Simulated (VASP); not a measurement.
# CdSiN2 (P-4m2) in VASP: notebook

Aim: see how the results for CdSiN2 move with the level of theory and the settings. Levels: LDA, PBEsol, PBE. Tasks: single point.

All numbers are computed with VASP 6.6.1; they aren't measurements. Logs are shortened: lines on timing, memory, paths and dates and some standing lists are left out, and cuts for length are marked.

## Step 1: The cell of the first run

The structure is tetragonal, space group P-4m2 (No. 115). Conventional cell: a = 3.014 Å, b = 3.014 Å, c = 5.021 Å, α = 90.00°, β = 90.00°, γ = 90.00°. Within 3.1 Å of Cd (site symmetry -4m2) lie 4 N at 2.19 Å and 4 Cd at 3.01 Å. N (site symmetry 2mm) has 2 Si at 1.76 Å and 2 Cd at 2.19 Å within 2.3 Å. Within 2.3 Å of Si (site symmetry -4m2) lie 4 N at 1.76 Å.

## Step 2: Single point, LDA

INCAR

```
  PREC = Accurate
  ENCUT = 600
  EDIFF = 1E-6
  ISMEAR = -1
  SIGMA = 0.02
  LREAL = False
  LASPH = True
  NELM = 120
  ALGO = Normal
  ISIF = 2
  LWAVE = False
  LCHARG = True
  GGA = CA
  LELF = True
  LVHAR = True
  NBANDS = 25
  GGA_COMPAT = False
```

KPOINTS

```
regular mesh
0
Gamma
  8 8 4
```

POSCAR

```
CdSiN2
1.0
    3.0144382322      0.0000000000      0.0000000000
    0.0000000000      3.0144382322      0.0000000000
    0.0000000000      0.0000000000      5.0205008462
Cd N Si
1 2 1
Direct
    0.0000000000      0.0000000000      0.0000000000
    0.0000000000      0.5000000000      0.3174778772
    0.5000000000      0.0000000000      0.6825221228
    0.5000000000      0.5000000000      0.5000000000
```

Potentials or basis: VASP PAW LDA potentials, release 64 (Cd_sv_GW, N, Si).

Launch:

```
cat potpaw_LDA.64/Cd_sv_GW/POTCAR potpaw_LDA.64/N/POTCAR potpaw_LDA.64/Si/POTCAR > POTCAR
mpirun -np 1 vasp_std > vasp.out
```

OUTCAR:

```text
PREC = Accurate
   ENCUT = 600
   EDIFF = 1E-6
   ISMEAR = -1
   LREAL = False
   LASPH = True
   NELM = 120
   ISIF = 2
   GGA = CA

 ion  position               nearest neighbor table
   1  0.000  0.000  0.000-   2 2.19   3 2.19   2 2.19   3 2.19
   2  0.000  0.500  0.317-   4 1.76   4 1.76   1 2.19   1 2.19
   3  0.500  0.000  0.683-   4 1.76   4 1.76   1 2.19   1 2.19
   4  0.500  0.500  0.500-   2 1.76   3 1.76   3 1.76   2 1.76

  LATTYP: Found a simple tetragonal cell.
 ALAT       =     3.0144382322
 C/A-ratio  =     1.6654847303

  Lattice vectors:

 A1 = (   3.0144382322,   0.0000000000,   0.0000000000)
 A2 = (   0.0000000000,   3.0144382322,   0.0000000000)
 A3 = (   0.0000000000,   0.0000000000,   5.0205008462)

Analysis of symmetry for initial positions (statically):
=====================================================================
 Subroutine PRICEL returns:
 Original cell was already a primitive cell.

 Routine SETGRP: Setting up the symmetry group for a
 simple tetragonal supercell.

 Subroutine GETGRP returns: Found  8 space group operations
 (whereof  8 operations were pure point group operations)
 out of a pool of 16 trial point group operations.

The static configuration has the point symmetry D_2d.

Analysis of symmetry for dynamics (positions and initial velocities):
=====================================================================
 Subroutine PRICEL returns:
 Original cell was already a primitive cell.

 Routine SETGRP: Setting up the symmetry group for a
 simple tetragonal supercell.

 Subroutine GETGRP returns: Found  8 space group operations
 (whereof  8 operations were pure point group operations)
 out of a pool of 16 trial point group operations.

The dynamic configuration has the point symmetry D_2d.

 Subroutine INISYM returns: Found  8 space group operations
 (whereof  8 operations are pure point group operations),
 and found     1 'primitive' translations

----------------------------------------------------------------------------------------

                                     Primitive cell

  volume of cell :      45.6205

  direct lattice vectors                    reciprocal lattice vectors
[... 81 lines left out ...]
 SYSTEM =  unknown system
   PREC   = accura    normal or accurate (medium, high low for compatibility)
   ISTART =      0    job   : 0-new  1-cont  2-samecut
   ICHARG =      2    charge: 1-file 2-atom 10-const
   ISPIN  =      1    spin polarized calculation?
   LNONCOLLINEAR =      F non collinear calculations
   LSORBIT =      F    spin-orbit coupling
   LASPH  =      T    aspherical Exc in radial PAW
   ENCUT  =  600.0 eV  44.10 Ry    6.64 a.u.   6.02  6.02 10.03*2*pi/ulx,y,z
   NELM   =    120;   NELMIN=  2; NELMDL= -5     # of ELM steps
   EDIFF  = 0.1E-05   stopping-criterion for ELM
   LREAL  =      F    real-space projection
   EDIFFG = 0.1E-04   stopping-criterion for IOM
   NSW    =      0    number of steps for IOM
   IBRION =     -1    ionic relax: 0-MD 1-quasi-New 2-CG
   NFREE  =      0    steps in history (QN), initial steepest desc. (CG)
   ISIF   =      2    stress and relaxation
   ISYM   =      2    0-nonsym 1-usesym 2-fastsym
   POTIM  = 0.5000    time-step for ionic-motion
   TEBEG  =    0.0;   TEEND  =   0.0 temperature during run
   PSTRESS=    0.0 pullay stress
   NELECT =      34.0000    total number of electrons
   NUPDOWN=      -1.0000    fix difference up-down
   EMIN   =  10.00;   EMAX   =-10.00  energy-range for DOS
   EFERMI =   0.00;   METHOD = LEGACY
   ISMEAR =    -1;   SIGMA  =   0.02  broadening in eV -4-tet -1-fermi 0-gaus
   EFERMI_NEDOS =   21; number of points for ismear=-14 and -15
   IALGO  =     38    algorithm
   IMIX   =      4    mixing-type and parameters
     AMIX     =   0.40;   BMIX     =  1.00
     AMIX_MAG =   1.60;   BMIX_MAG =  1.00
  volume/ion in A,a.u.               =      11.41        76.97
  Fermi-wavevector in a.u.,A,eV,Ry     =   1.484276  2.804874 29.974640  2.203074
  Thomas-Fermi vector in A             =   2.597833
   LORBIT       =      0    0 simple, 1 ext, 2 COOP (PROOUT), +10 PAW based schemes
   GGA     = CA    functional components
   LHFCALC =     F    Hartree Fock is set to
   AEXX    =    0.0000 exact exchange contribution
   IVDW    =     0    specifies the selected vdW correction
   LEPSILON=     F    determine dielectric tensor
   LRPA    =     F    only Hartree local field effects (RPA)
 non-spin polarized calculation
  energy-cutoff  :      600.00
  volume of cell :       45.62
 maximum number of plane-waves:      1552
   NGX = 13   NGY = 13   NGZ = 21

 number of electron      34.0000005 magnetization

 Free energy of the ion-electron system (eV)
  ---------------------------------------------------
  ext. energy  EPLUGINS =         0.00000000
  ---------------------------------------------------
  free energy    TOTEN  =       -27.92478313 eV

  energy without entropy =      -27.92478313  energy(sigma->0) =      -27.92478313

 E-fermi :   7.5923     XC(G=0): -12.1021

 val. band max:        6.9635389950   @ k =   0.5000   0.0000   0.5000
 cond. band min:       8.3523964223   @ k =   0.0000   0.0000   0.0000
 fundamental gap:      1.3888574273
 Fermi energy:         7.5922719864

 k-point     1 :       0.0000    0.0000    0.0000
  band No.  band energies     occupation
      1     -93.9776      2.00000
      2     -55.4164      2.00000
      3     -55.4164      2.00000
      4     -55.2748      2.00000
      5     -10.0662      2.00000
      6      -6.9304      2.00000
[... 661 lines left out ...]
     24      18.7843      0.00000
     25      20.1564      0.00000

 [... further k-points ...]
[... 5 lines left out ...]
  --------------------------------------------------------------------------------------
  -------------------------------------------------------------------------------------
  Total       -0.0121829     -0.0121829      0.0265977      0.0000000      0.0000000      0.0000000
  in kB       -0.4278584     -0.4278584      0.9341030      0.0000000      0.0000000      0.0000000
  external PRESSURE =       0.0261288 kB  Pullay stress =       0.0000000 kB

 VOLUME and BASIS-vectors are now :
 -----------------------------------------------------------------------------
  energy-cutoff  :      600.00
  volume of cell :       45.62
      direct lattice vectors                 reciprocal lattice vectors
     3.014438232  0.000000000  0.000000000     0.331736769  0.000000000  0.000000000
     0.000000000  3.014438232  0.000000000     0.000000000  0.331736769  0.000000000
     0.000000000  0.000000000  5.020500846     0.000000000  0.000000000  0.199183315

 POSITION                                       TOTAL-FORCE (eV/Angst)
 -----------------------------------------------------------------------------------
      0.00000      0.00000      0.00000        -0.000000     -0.000000      0.000000
      0.00000      1.50722      1.59390         0.000000     -0.000000      0.001539
      1.50722      0.00000      3.42660        -0.000000     -0.000000     -0.001539
      1.50722      1.50722      2.51025        -0.000000      0.000000      0.000000
 -----------------------------------------------------------------------------------
    total drift:                                0.000000      0.000000     -0.000000

  FREE ENERGIE OF THE ION-ELECTRON SYSTEM (eV)
  ---------------------------------------------------
  free  energy   TOTEN  =       -27.9247831335 eV

  energy  without entropy=      -27.9247831335  energy(sigma->0) =      -27.92478313
```

OSZICAR:

```text
N       E                     dE             d eps       ncg     rms          rms(c)
DAV:   1     0.541895894104E+03    0.54190E+03   -0.19760E+04  2291   0.191E+03
DAV:   2     0.233791416861E+02   -0.51852E+03   -0.46892E+03  2300   0.610E+02
DAV:   3    -0.312263369543E+02   -0.54605E+02   -0.53639E+02  3608   0.217E+02
DAV:   4    -0.330955147628E+02   -0.18692E+01   -0.18659E+01  3012   0.418E+01
DAV:   5    -0.331637088674E+02   -0.68194E-01   -0.68186E-01  3363   0.754E+00    0.251E+01
DAV:   6    -0.279127744519E+02    0.52509E+01   -0.11413E+01  3362   0.737E+01    0.238E+01
DAV:   7    -0.280015572344E+02   -0.88783E-01   -0.21109E+00  2770   0.115E+01    0.165E+01
DAV:   8    -0.279863790141E+02    0.15178E-01   -0.63820E-01  3579   0.125E+01    0.234E+00
DAV:   9    -0.279248663377E+02    0.61513E-01   -0.19216E-01  3627   0.869E+00    0.480E-01
DAV:  10    -0.279247921755E+02    0.74162E-04   -0.19130E-02  3024   0.125E+00    0.140E-01
DAV:  11    -0.279247869798E+02    0.51956E-05   -0.88397E-04  3083   0.200E-01    0.619E-02
DAV:  12    -0.279247851699E+02    0.18099E-05   -0.71098E-05  3261   0.143E-01    0.348E-02
DAV:  13    -0.279247839686E+02    0.12013E-05   -0.33456E-06  2673   0.157E-02    0.152E-02
DAV:  14    -0.279247831335E+02    0.83513E-06   -0.26483E-06  2300   0.332E-02
   1 F= -.27924783E+02 E0= -.27924783E+02  d E =-.668877E-15
```

Run time: 22 s. Hardware: 1 thread of AMD EPYC 9R45 (Zen 5), shared host; peak memory 0.17 GiB.

What came out:

- Free energy: -27.9248 eV
- Pressure: 0.0 GPa
- Band gap on the k mesh: 1.39 eV (least direct gap 1.40 eV)

Levels at points of the mesh, in eV from the valence-band top:
| k point | band 15 | band 16 | band 17 | band 18 | band 19 | band 20 |
| --- | --- | --- | --- | --- | --- | --- |
| (0.00, 0.00, 0.00) | -2.55 | -0.01 | -0.01 | 1.39 | 4.37 | 6.38 |
| (0.50, 0.00, 0.00) | -3.23 | -3.18 | -0.13 | 4.20 | 5.47 | 5.49 |
| (0.50, 0.50, 0.00) | -2.49 | -2.49 | -1.78 | 2.83 | 2.83 | 6.74 |
| (0.00, 0.00, 0.50) | -3.62 | -0.52 | -0.52 | 3.81 | 4.05 | 4.42 |
| (0.50, 0.00, 0.50) | -1.88 | -1.41 | 0.00 | 3.37 | 4.19 | 6.25 |
| (0.50, 0.50, 0.50) | -3.53 | -3.53 | -1.92 | 5.59 | 5.59 | 7.65 |

A k mesh can miss the band edges.

(Part 1 of 2 ends here.)
